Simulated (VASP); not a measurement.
# Yb (Im-3m) in VASP: relaxation of cell and atoms with PBE

Aim: the relaxation of cell and atoms of Yb with PBE.

All numbers are computed with VASP 6.6.1; they aren't measurements. Logs are shortened: lines on timing, memory, paths and dates and some standing lists are left out, and cuts for length are marked.

## Step 1: The cell of the first run

It takes space group Im-3m (No. 229, cubic). The conventional cell has a = 3.710 Å, b = 3.710 Å, c = 3.710 Å, α = 90.00°, β = 90.00°, γ = 90.00°. Within 4.2 Å of Yb (site symmetry m-3m) lie 14 Yb at 3.21 to 3.71 Å.

This isn't the form of Yb at room conditions, which is fcc.

## Step 2: Relaxation of cell and atoms, PBE, target pressure 11 GPa, at which the enthalpy is minimised

INCAR reads:

```
PREC     = Accurate       # precision mode
ENCUT    = 600            # plane-wave cutoff, eV
EDIFF    = 1E-7           # SCF threshold, eV
ISMEAR   = -1             # smearing method
SIGMA    = 0.1            # smearing width, eV
LREAL    = False          # projectors in reciprocal space
LASPH    = True           # aspherical terms in the spheres
NELM     = 60             # most SCF steps
ALGO     = Normal         # electronic algorithm
ISIF     = 3              # what is computed and relaxed
LWAVE    = False          # write WAVECAR
LCHARG   = False          # write CHGCAR
GGA      = PE             # functional
IBRION   = 2              # ionic algorithm
NSW      = 32             # ionic steps
EDIFFG   = -0.005         # ionic threshold
PSTRESS  = 110.0
```

KPOINTS reads:

```
Automatic mesh
0
Gamma
  15 15 15
```

POSCAR reads:

```
Yb
1.0
   -1.8551588275      1.8551588275      1.8551588275
    1.8551588275     -1.8551588275      1.8551588275
    1.8551588275      1.8551588275     -1.8551588275
Yb
1
Direct
    0.0000000000      0.0000000000      0.0000000000
```

Potentials or basis: VASP PAW PBE potentials, release 64 (Yb).

The run is started by

```sh
$ cat potpaw_PBE.64/Yb/POTCAR > POTCAR
$ mpirun -np 1 vasp_std > vasp.out
```

OUTCAR:

```text
PREC = Accurate
   ENCUT = 600
   EDIFF = 1E-7
   ISMEAR = -1
   LREAL = False
   LASPH = True
   NELM = 60
   ISIF = 3
   GGA = PE
   IBRION = 2
   NSW = 32
   EDIFFG = -0.005
   PSTRESS = 110.0

 ion  position               nearest neighbor table
   1  0.000  0.000  0.000-

  LATTYP: Found a body centered cubic cell.
 ALAT       =     3.7103176550

  Lattice vectors:

 A1 = (  -1.8551588275,   1.8551588275,   1.8551588275)
 A2 = (   1.8551588275,  -1.8551588275,   1.8551588275)
 A3 = (   1.8551588275,   1.8551588275,  -1.8551588275)

Analysis of symmetry for initial positions (statically):
=====================================================================
 Subroutine PRICEL returns:
 Original cell was already a primitive cell.

 Routine SETGRP: Setting up the symmetry group for a
 body centered cubic supercell.

 Subroutine GETGRP returns: Found 48 space group operations
 (whereof 48 operations were pure point group operations)
 out of a pool of 48 trial point group operations.

The static configuration has the point symmetry O_h .

Analysis of symmetry for dynamics (positions and initial velocities):
=====================================================================
 Subroutine PRICEL returns:
 Original cell was already a primitive cell.

 Routine SETGRP: Setting up the symmetry group for a
 body centered cubic supercell.

 Subroutine GETGRP returns: Found 48 space group operations
 (whereof 48 operations were pure point group operations)
 out of a pool of 48 trial point group operations.

The dynamic configuration has the point symmetry O_h .

 Subroutine INISYM returns: Found 48 space group operations
 (whereof 48 operations are pure point group operations),
 and found     1 'primitive' translations

----------------------------------------------------------------------------------------

                                     Primitive cell

  volume of cell :      25.5390

  direct lattice vectors                    reciprocal lattice vectors
    -1.855158827  1.855158827  1.855158827     0.000000000  0.269518702  0.269518702
     1.855158827 -1.855158827  1.855158827     0.269518702  0.000000000  0.269518702
     1.855158827  1.855158827 -1.855158827     0.269518702  0.269518702  0.000000000

  length of vectors
     3.213229345  3.213229345  3.213229345     0.381157004  0.381157004  0.381157004

  position of ions in fractional coordinates (direct lattice)
     0.000000000  0.000000000  0.000000000

  ion indices of the primitive-cell ions
   primitive index   ion index
                 1           1

----------------------------------------------------------------------------------------

 KPOINTS: Automatic mesh

Automatic generation of k-mesh.
 Grid dimensions read from file:
 generate k-points for:   15   15   15

 Generating k-lattice:

  Cartesian coordinates                     Fractional coordinates (reciprocal lattice)
     0.000000000  0.017967913  0.017967913     0.066666667  0.000000000  0.000000000
     0.017967913  0.000000000  0.017967913     0.000000000  0.066666667  0.000000000
     0.017967913  0.017967913  0.000000000     0.000000000  0.000000000  0.066666667

  Length of vectors
     0.025410467  0.025410467  0.025410467

  Shift w.r.t. Gamma in fractional coordinates (k-lattice)
     0.000000000  0.000000000  0.000000000

 Subroutine IBZKPT returns following result:
 ===========================================

 Found    120 irreducible k-points:

 Following reciprocal coordinates:
            Coordinates               Weight
  0.000000  0.000000  0.000000      1.000000
  0.066667  0.000000  0.000000     12.000000
  0.133333  0.000000  0.000000     12.000000
  0.200000  0.000000  0.000000     12.000000
  0.266667  0.000000  0.000000     12.000000
  0.333333  0.000000  0.000000     12.000000
[... 16 lines left out ...]
  0.333333  0.200000 -0.000000     48.000000
  0.400000  0.200000  0.000000     24.000000
 [... further k-points ...]
   k-points           NKPTS =    120   k-points in BZ     NKDIM =    120   number of bands    NBANDS=     16
   number of dos      NEDOS =    301   number of ions     NIONS =      1
   total plane-waves  NPLWV =  21952
   dimension x,y,z NGX =    28 NGY =   28 NGZ =   28
   dimension x,y,z NGXF=    56 NGYF=   56 NGZF=   56
   ions per type =               1
   NGX,Y,Z   is equivalent  to a cutoff of  14.49, 14.49, 14.49 a.u.
   NGXF,Y,Z  is equivalent  to a cutoff of  28.97, 28.97, 28.97 a.u.
 SYSTEM =  unknown system
   PREC   = accura    normal or accurate (medium, high low for compatibility)
   ISTART =      0    job   : 0-new  1-cont  2-samecut
   ICHARG =      2    charge: 1-file 2-atom 10-const
   ISPIN  =      1    spin polarized calculation?
   LNONCOLLINEAR =      F non collinear calculations
   LSORBIT =      F    spin-orbit coupling
   LASPH  =      T    aspherical Exc in radial PAW
   ENCUT  =  600.0 eV  44.10 Ry    6.64 a.u.   6.42  6.42  6.42*2*pi/ulx,y,z
   NELM   =     60;   NELMIN=  2; NELMDL= -5     # of ELM steps
   EDIFF  = 0.1E-06   stopping-criterion for ELM
   LREAL  =      F    real-space projection
   EDIFFG = -.5E-02   stopping-criterion for IOM
   NSW    =     32    number of steps for IOM
   IBRION =      2    ionic relax: 0-MD 1-quasi-New 2-CG
   NFREE  =      1    steps in history (QN), initial steepest desc. (CG)
   ISIF   =      3    stress and relaxation
   ISYM   =      2    0-nonsym 1-usesym 2-fastsym
   POTIM  = 0.5000    time-step for ionic-motion
   TEBEG  =    0.0;   TEEND  =   0.0 temperature during run
   PSTRESS=  110.0 pullay stress
   NELECT =      24.0000    total number of electrons
   NUPDOWN=      -1.0000    fix difference up-down
   EMIN   =  10.00;   EMAX   =-10.00  energy-range for DOS
   EFERMI =   0.00;   METHOD = LEGACY
   ISMEAR =    -1;   SIGMA  =   0.10  broadening in eV -4-tet -1-fermi 0-gaus
   EFERMI_NEDOS =   21; number of points for ismear=-14 and -15
   IALGO  =     38    algorithm
   IMIX   =      4    mixing-type and parameters
     AMIX     =   0.40;   BMIX     =  1.00
     AMIX_MAG =   1.60;   BMIX_MAG =  1.00
  volume/ion in A,a.u.               =      25.54       172.35
  Fermi-wavevector in a.u.,A,eV,Ry     =   1.603531  3.030235 34.984839  2.571313
  Thomas-Fermi vector in A             =   2.700180
   LORBIT       =      0    0 simple, 1 ext, 2 COOP (PROOUT), +10 PAW based schemes
   GGA     = PE    functional components
   LHFCALC =     F    Hartree Fock is set to
   AEXX    =    0.0000 exact exchange contribution
   IVDW    =     0    specifies the selected vdW correction
   LEPSILON=     F    determine dielectric tensor
   LRPA    =     F    only Hartree local field effects (RPA)
 conjugate gradient relaxation of ions
 non-spin polarized calculation
  energy-cutoff  :      600.00
  volume of cell :       25.54
 maximum number of plane-waves:       887
 NGX is ok and might be reduce to    28
   NGX = 13   NGY = 13   NGZ = 13

--------------------------------------- Ionic step        1  -------------------------------------------

 number of electron      24.0000009 magnetization

 Free energy of the ion-electron system (eV)
  ---------------------------------------------------
  ext. energy  EPLUGINS =         0.00000000
  ---------------------------------------------------
  free energy    TOTEN  =        -3.36932987 eV

  energy without entropy =       -3.30576564  energy(sigma->0) =       -3.33754775

------------------------ aborting loop because EDIFF is reached ----------------------------------------

  FORCE on cell =-STRESS in cart. coord.  units (eV):
  Direction    XX          YY          ZZ          XY          YZ          ZX
  --------------------------------------------------------------------------------------
  -------------------------------------------------------------------------------------
  Total        1.7868677      1.7868677      1.7868677     -0.0000000      0.0000000     -0.0000000
  in kB      112.0984759    112.0984759    112.0984759     -0.0000000      0.0000000     -0.0000000
  external PRESSURE =       2.0984759 kB  Pullay stress =     110.0000000 kB

 VOLUME and BASIS-vectors are now :
 -----------------------------------------------------------------------------
  energy-cutoff  :      600.00
  volume of cell :       25.54
      direct lattice vectors                 reciprocal lattice vectors
    -1.855158827  1.855158827  1.855158827     0.000000000  0.269518702  0.269518702
     1.855158827 -1.855158827  1.855158827     0.269518702  0.000000000  0.269518702
     1.855158827  1.855158827 -1.855158827     0.269518702  0.269518702  0.000000000
[... 266 lines left out ...]
  FREE ENERGIE OF THE ION-ELECTRON SYSTEM (eV)
  ---------------------------------------------------
  free  energy   TOTEN  =        -3.3695538157 eV

  energy  without entropy=       -3.3059852858  energy(sigma->0) =       -3.33776955

  enthalpy is  TOTEN    =        -1.6159118261 eV   P V=        1.7536419896

--------------------------------------- Ionic step        9  -------------------------------------------

 number of electron      24.0000009 magnetization

 Free energy of the ion-electron system (eV)
  ---------------------------------------------------
  ext. energy  EPLUGINS =         0.00000000
  ---------------------------------------------------
  free energy    TOTEN  =        -3.37104270 eV

  energy without entropy =       -3.30744164  energy(sigma->0) =       -3.33924217

 E-fermi :   2.7535     XC(G=0): -11.0725

 val. band max:        2.7305482976   @ k =   0.2000   0.2000   0.2000
 cond. band min:       2.7709955988   @ k =  -0.4667   0.4667   0.2667
 fundamental gap:      0.0404473012
 Fermi energy:         2.7535177132

 k-point     1 :       0.0000    0.0000    0.0000
  band No.  band energies     occupation
      1     -48.8325      2.00000
      2     -20.6669      2.00000
      3     -20.6669      2.00000
      4     -20.6669      2.00000
      5      -3.0501      2.00000
      6       2.0485      1.99827
[... 8 lines left out ...]
     15       6.0135      0.00000
     16       8.5853      0.00000
[... 419 lines left out ...]
 k-point    24 :       0.4000    0.2000    0.0000
  band No.  band energies     occupation
      1     -48.7433      2.00000
      2     -21.5384      2.00000
      3     -21.1234      2.00000
      4     -20.7689      2.00000
      5       1.5030      1.99999
      6       2.0692      1.99787
[... 8 lines left out ...]
     15       8.3525      0.00000
     16       9.7330      0.00000

 [... further k-points ...]
[... 5 lines left out ...]
  --------------------------------------------------------------------------------------
  -------------------------------------------------------------------------------------
  Total        1.7575130      1.7575130      1.7575130      0.0000000      0.0000000      0.0000000
  in kB      110.1489210    110.1489210    110.1489210      0.0000000      0.0000000      0.0000000
  external PRESSURE =       0.1489210 kB  Pullay stress =     110.0000000 kB

 VOLUME and BASIS-vectors are now :
 -----------------------------------------------------------------------------
  energy-cutoff  :      600.00
  volume of cell :       25.56
      direct lattice vectors                 reciprocal lattice vectors
    -1.855764925  1.855764925  1.855764925     0.000000000  0.269430677  0.269430677
     1.855764925 -1.855764925  1.855764925     0.269430677  0.000000000  0.269430677
     1.855764925  1.855764925 -1.855764925     0.269430677  0.269430677  0.000000000

 POSITION                                       TOTAL-FORCE (eV/Angst)
 -----------------------------------------------------------------------------------
      0.00000      0.00000      0.00000         0.000000      0.000000      0.000000
 -----------------------------------------------------------------------------------
    total drift:                               -0.000000     -0.000000     -0.000000

  FREE ENERGIE OF THE ION-ELECTRON SYSTEM (eV)
  ---------------------------------------------------
  free  energy   TOTEN  =        -3.3710426987 eV

  energy  without entropy=       -3.3074416436  energy(sigma->0) =       -3.33924217

  enthalpy is  TOTEN    =        -1.6159058651 eV   P V=        1.7551368336

 reached required accuracy - stopping structural energy minimisation
```

Run time: 7.6 min. Hardware: 1 thread of Intel Xeon Platinum 8559C (Emerald Rapids), shared host; peak memory 0.24 GiB.

What came out:

- Free energy: -3.3710 eV
- Relaxed volume: 25.56 Å³/atom
- Relaxed cell: a = 3.214 Å, b = 3.214 Å, c = 3.214 Å, α = 109.47°, β = 109.47°, γ = 109.47°
- Space group after relaxing (to 0.1 Å): Im-3m (No. 229)
- Energy change on relaxing (the run minimises the enthalpy): -1.7 meV/atom
- Ionic steps: 9
- Pressure after relaxing: 11.0 GPa
- Band gap on the k mesh: zero (bands 12 and 13 overlap by 0.90 eV)

Step by step:
| step | energy change (eV) | largest force (eV/Å) | pressure (GPa) | volume (Å³) |
| --- | --- | --- | --- | --- |
| 1 | 0.0000 | 0.0000 | 11.21 | 25.54 |
| 2 | -0.0084 | 0.0000 | 10.69 | 25.66 |
| 3 | -0.0018 | 0.0000 | 11.03 | 25.57 |
| 4 | -0.0025 | 0.0000 | 11.36 | 25.58 |
| 5 | -0.0056 | 0.0000 | 11.05 | 25.62 |
| 6 | -0.0060 | 0.0000 | 10.88 | 25.63 |
| 7 | -0.0058 | 0.0000 | 10.70 | 25.62 |
| 8 | -0.0002 | 0.0000 | 11.23 | 25.54 |
| 9 | -0.0017 | 0.0000 | 11.01 | 25.56 |

Final structure:
```xyz
1
Lattice="-1.8558 1.8558 1.8558 1.8558 -1.8558 1.8558 1.8558 1.8558 -1.8558" Properties=species:S:1:pos:R:3 pbc="T T T"
Yb    0.0000    0.0000    0.0000
```

Caveat: the cell is relaxed towards a set pressure, so the run minimises the enthalpy, not the energy; spin-orbit coupling is left out, which moves the levels of the heavy elements. Spin polarisation is off, so any magnetic state and its effect on volume and gap are missing.

The gap in the log of VASP goes by the Fermi energy; the results here count the filled bands.